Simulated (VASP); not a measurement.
A run of VASP 6.6.1 is set up as follows.

File INCAR:

```
SYSTEM = W12C12Br
PREC     = Accurate       ! precision mode
ENCUT    = 520            ! plane-wave cutoff, eV
EDIFF    = 1E-7           ! SCF threshold, eV
ISMEAR   = -1             ! smearing method
SIGMA    = 0.05           ! smearing width, eV
LREAL    = Auto         
LASPH    = .True.         ! aspherical terms in the spheres
NELM     = 60             ! most SCF steps
ALGO     = Normal         ! electronic algorithm
ISIF     = 2              ! what is computed and relaxed
LWAVE    = .False.        ! write WAVECAR
LCHARG   = .False.        ! write CHGCAR
GGA      = PS             ! functional
NBANDS   = 130            ! bands
```

The input KPOINTS:

```
regular mesh
0
Gamma
  2 2 1
  0 0 0
```

Contents of POSCAR:

```
W12C12Br
1.0
    5.7612600000      0.0000000000      0.0000000000
    0.0000000000      5.6406800000      0.0000000000
    0.0000000000      0.0000000000     17.6525300000
W C Br
12 12 1
Direct
    0.0000000000      0.0000000000      0.0566491000
    0.2503671880      0.0007458226      0.1932934556
    0.0057623246     -0.0012636988      0.3362126210
    0.0000000000      0.5000000000      0.0566491000
    0.2503701240      0.4993642294      0.1932933199
    0.0057562005      0.5012539699      0.3362018105
    0.5000000000      0.0000000000      0.0566491000
    0.7496561046      0.0001462196      0.1973320805
    0.4909940939     -0.0004087365      0.3411338820
    0.5000000000      0.5000000000      0.0566491000
    0.7496570784      0.4998342650      0.1973309169
    0.4910127074      0.5004923109      0.3411416349
   -0.0037139222      0.2500138753      0.1450413519
    0.2451571425      0.2500381204      0.2861004756
   -0.0207166806      0.2500133919      0.4209031252
   -0.0015140693      0.7500163391      0.1445729608
    0.2538265808      0.7500312658      0.2840232685
    0.2170429291      0.7499549932      0.4086076646
    0.5028259158      0.2500144722      0.1450054737
    0.7457083681      0.2499881250      0.2915335791
    0.4322022292      0.2500724213      0.4222980050
    0.5034107697      0.7500161194      0.1451017129
    0.7564887377      0.7500105809      0.2938684728
    0.4370197828      0.7501266670      0.4303211648
    0.2260582432      0.2498919861      0.5041218776
```

Potentials or basis: VASP PAW PBE potentials, release 64 (W_sv, C, Br).

Launch:

```sh
$ cat potpaw_PBE.64/W_sv/POTCAR potpaw_PBE.64/C/POTCAR potpaw_PBE.64/Br/POTCAR > POTCAR
$ mpirun -np 1 vasp_std > vasp.out
```

Question: Estimate the band gap on the k mesh.

Answer: Zero (an odd number of electrons rules out a gap without spin polarisation).

Question: What does it give for the largest force?

Answer: 0.237 eV/Å.

Forces on the atoms (eV/Å):
```
W   -0.189  0.001  0.011
W   -0.001 -0.002  0.001
W   -0.025 -0.008  0.018
W   -0.189  0.001  0.011
W   -0.001 -0.008  0.001
W   -0.021  0.014  0.025
W    0.187  0.003 -0.146
W   -0.008  0.004  0.007
W    0.031  0.021  0.015
W    0.187 -0.001 -0.146
W   -0.008  0.002  0.007
W    0.027 -0.020  0.013
C    0.006  0.000  0.000
C    0.009  0.000 -0.003
C   -0.007 -0.001  0.079
C   -0.001 -0.001 -0.008
C    0.000  0.000 -0.024
C   -0.088  0.001  0.000
C    0.005  0.000  0.005
C    0.002  0.002  0.003
C   -0.033 -0.004  0.037
C    0.001  0.000  0.002
C    0.006  0.000 -0.019
C    0.084 -0.006  0.097
Br   0.026  0.004  0.014
```

Caveat: the k points lie up to 0.56 Å⁻¹ apart, too coarse for converged energies and pressures of a metal; there is no dipole correction, which matters where the two faces differ; the PAW data sets were made with another functional, which shifts forces and pressure a little; spin-orbit coupling is left out, which moves the levels of the heavy elements; an odd number of electrons without spin polarisation forces a metal; a magnetic or distorted state may lie lower.
